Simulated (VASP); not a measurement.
Crystal: PbF2 (Fluorocronite).

```xyz
3
Lattice="0.0000 2.9637 2.9637 2.9637 0.0000 2.9637 2.9637 2.9637 0.0000" Properties=species:S:1:pos:R:3 pbc="T T T"
Pb    0.0000    0.0000    0.0000
F     1.4818    1.4818    1.4818
F     4.4455    4.4455    4.4455
```

| Property | Result |
| --- | --- |
| Program | VASP 6.6.1 |
| Task | relaxation of cell and atoms |
| Functional | LDA |
| Potentials or basis | VASP PAW LDA potentials, release 64 (Pb_d, F) |
| Cutoff | 600 eV |
| k mesh | 5 × 5 × 5 |
| Occupations | gaussian, width 0.01 eV |
| Spin | no spin polarisation |

At the start: pressure -4.6 GPa; volume 17.35 Å³/atom.

**Question.** How do energy, volume and symmetry change on relaxing?

**Answer.** Over 3 steps the energy falls by 15.3 meV/atom and the volume is 16.34 Å³/atom (-5.8 %); space group Fm-3m (No. 225, to 0.05 Å).

The path:
| step | energy change (eV) | largest force (eV/Å) | pressure (GPa) | volume (Å³) |
| --- | --- | --- | --- | --- |
| 1 | 0.0000 | 0.0000 | -4.58 | 52.06 |
| 2 | -0.0437 | 0.0000 | 1.16 | 48.41 |
| 3 | -0.0459 | 0.0000 | 0.01 | 49.03 |

Final structure:
```yaml
crystal:
  lattice:
    - [0.00000, 2.90494, 2.90494]
    - [2.90494, 0.00000, 2.90494]
    - [2.90494, 2.90494, 0.00000]
  atoms:
    - { symbol: Pb, position: [0.00000, 0.00000, 0.00000] }
    - { symbol: F, position: [0.25000, 0.25000, 0.25000] }
    - { symbol: F, position: [0.75000, 0.75000, 0.75000] }
```
